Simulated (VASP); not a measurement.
Input of a VASP 6.6.1 run:

File POSCAR:

```
Al
1.0
    0.0000000000      1.9966927595      1.9966927595
    1.9966927595      0.0000000000      1.9966927595
    1.9966927595      1.9966927595      0.0000000000
Al
1
Direct
    0.0000000000      0.0000000000      0.0000000000
```

The input INCAR.step1:

```
ALGO = Normal
EDIFF = 1E-4
ENCUT = 520
GGA = PE
ISMEAR = 1
LASPH = True
LCHARG = False
LREAL = False
LWAVE = True
NBANDS = 8
NELM = 60
PREC = Accurate
SIGMA = 0.1
```

INCAR.step2

```
ALGO = Normal
EDIFF = 1E-6
ENCUT = 520
ISIF = 2
ISMEAR = 1
ISTART = 1
LASPH = True
LCHARG = True
LELF = True
LMIXTAU = True
LREAL = False
LVHAR = True
LWAVE = False
METAGGA = R2SCAN
NBANDS = 8
NELM = 60
PREC = Accurate
SIGMA = 0.1
```

Contents of KPOINTS:

```
k-points
0
Gamma
  14 14 14
```

Potentials or basis: VASP PAW PBE potentials, release 64 (Al).

Command:

```console
$ cat potpaw_PBE.64/Al/POTCAR > POTCAR
$ cp INCAR.step1 INCAR
$ mpirun -np 1 vasp_std > vasp.out
$ cp INCAR.step2 INCAR
$ mpirun -np 1 vasp_std > vasp.out
```

Question: Predict the band gap on the k mesh.

Answer: Zero (an odd number of electrons rules out a gap without spin polarisation).

Question: Estimate the pressure.

Answer: -0.7 GPa.

Caveat: the PAW data sets were made with another functional, which shifts forces and pressure a little.
